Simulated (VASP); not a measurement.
Wanted: the native input for a VASP 6.6.1 run.

| Item | Value |
| --- | --- |
| Task | single point |
| Functional | PBE |
| Potentials or basis | VASP PAW PBE potentials, release 64 (Mg) |
| Cutoff | 520 eV |
| k mesh | 6 × 6 × 8 |
| Occupations | gaussian, width 0.1 eV |
| Spin | no spin polarisation |
| Dipole correction | no |
| Further INCAR settings | ALGO = Normal; EDIFF = 1e-06; NBANDS = 7 |

The structure of Mg lies in POSCAR:

```
Mg
1.0
    2.2449027877     -2.2124578189     -0.5462949307
    2.2449027877      2.2124578189     -0.5462949307
   -1.6871716831      0.0000000000      2.7320913937
Mg
1
Direct
    0.5000000000      0.5000000000      0.5000000000
```

The cell was built from a structure type or drawn by symmetry, and may not be a known phase.

These files were run (other wordings do the same):

INCAR

```
PREC     = Accurate       # precision mode
ENCUT    = 520            # plane-wave cutoff, eV
EDIFF    = 1E-6           # SCF threshold, eV
ISMEAR   = 0              # smearing method
SIGMA    = 0.1            # smearing width, eV
LREAL    = F              # projectors in reciprocal space
LASPH    = T              # aspherical terms in the spheres
NELM     = 60             # most SCF steps
ALGO     = Normal         # electronic algorithm
ISIF     = 2              # what is computed and relaxed
LWAVE    = F              # write WAVECAR
LCHARG   = F              # write CHGCAR
GGA      = PE             # functional
NBANDS   = 7              # bands
```

KPOINTS

```
Automatic mesh
0
Gamma
  6 6 8
```

Potentials or basis: VASP PAW PBE potentials, release 64 (Mg).

Launch:

```bash
$ cat potpaw_PBE.64/Mg/POTCAR > POTCAR
$ mpirun -np 1 vasp_std > vasp.out
```

It gave:

```yaml
Pressure: -0.1 GPa
Band_gap_on_the_k_mesh: zero (bands 1 and 2 overlap by 2.51 eV)
```

Wall time 6.5 s on 1 thread of Intel Xeon 8259CL (shared host), peak memory 0.14 GiB.
